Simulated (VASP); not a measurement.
Set up this calculation in VASP 6.6.1, as the native input.

| Property | Result |
| --- | --- |
| Task | single point |
| Functional | PBE |
| Potentials or basis | VASP PAW PBE potentials, release 64 (Cs_sv) |
| Cutoff | 520 eV |
| k mesh | 8 × 8 × 6 |
| Occupations | gaussian, width 0.1 eV |
| Spin | no spin polarisation |
| Dipole correction | no |
| Further INCAR settings | ALGO = Normal; EDIFF = 1e-06; NBANDS = 16 |

The structure of Cs lies in POSCAR:

```
Cs
1.0
    5.4110313364      0.0000000000      0.0000000000
    0.0000000000      5.4110313364      0.0000000000
    0.0000000000      0.0000000000      7.9795016032
Cs
2
Direct
    0.0000000000      0.0000000000      0.0000000000
    0.5000000000      0.5000000000      0.5000000000
```

The input as run:

INCAR

```
SYSTEM = Cs
PREC = Accurate
ENCUT = 520
EDIFF = 1E-6
ISMEAR = 0
SIGMA = 0.1
LREAL = .FALSE.
LASPH = .TRUE.
NELM = 100
ALGO = Normal
ISIF = 2
LWAVE = .FALSE.
LCHARG = .TRUE.
GGA = PE
LELF = .TRUE.
LVHAR = .TRUE.
NBANDS = 16
```

KPOINTS

```
regular mesh
0
G
  8 8 6
  0 0 0
```

Potentials or basis: VASP PAW PBE potentials, release 64 (Cs_sv).

Run with:

```bash
$ cat potpaw_PBE.64/Cs_sv/POTCAR > POTCAR
$ mpirun -np 1 vasp_std > vasp.out
```

Results of the run:

| Quantity | Value |
| --- | --- |
| Pressure | 0.0 GPa |
| Band gap on the k mesh | zero (band 9 reaches 1.16 eV, above the bottom of band 10 at -0.49 eV) |

Caveat: spin-orbit coupling is left out, which moves the levels of the heavy elements.

Run time: 71 s on 1 thread of Intel(R) Xeon(R) 6975P-C (Granite Rapids) (shared host), peak memory 0.38 GiB.
